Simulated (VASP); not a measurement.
I: single point with r2SCAN

The system is I.

```
I
1.0
     0.00000    3.91138    3.91138
     3.91138    0.00000    3.91138
     3.91138    3.91138    0.00000
I
2
Direct
  0.50000 0.50000 0.50000
  0.75000 0.75000 0.75000
```

| Item | Value |
| --- | --- |
| Program | VASP 6.6.1 |
| Task | single point |
| Functional | r2SCAN |
| Potentials or basis | VASP PAW PBE potentials, release 64 (I) |
| Cutoff | 520 eV |
| k mesh | 14 × 14 × 14 |
| Occupations | gaussian, width 0.1 eV |
| Spin | no spin polarisation |
| Dipole correction | no |
| Further INCAR settings | ALGO = Normal; EDIFF = 1e-07; NBANDS = 14 |

- Pressure: 0.0 GPa
- Band gap on the k mesh: zero (band 7 reaches 0.50 eV, above the bottom of band 8 at -0.75 eV)

Levels at points of the mesh, in eV from the Fermi level:
```
           k point  band 4  band 5  band 6  band 7  band 8  band 9  band 10  band 11
(0.00, 0.00, 0.00)   -2.68   -2.68   -0.89   -0.89   -0.89    4.78     7.45     7.45
(0.50, 0.00, 0.00)   -3.04   -3.01   -0.34   -0.34   -0.11    6.52     6.77     7.43
(0.50, 0.50, 0.00)   -3.41   -1.74   -1.74    0.36    0.36    6.05     6.05     8.71
```

Run time: 6 min on 1 thread of Intel(R) Xeon(R) 6975P-C (Granite Rapids), on a shared host, peak memory 0.37 GiB.

Caveat: the PAW data sets were made with another functional, which shifts forces and pressure a little; spin-orbit coupling is left out, which moves the levels of the heavy elements.
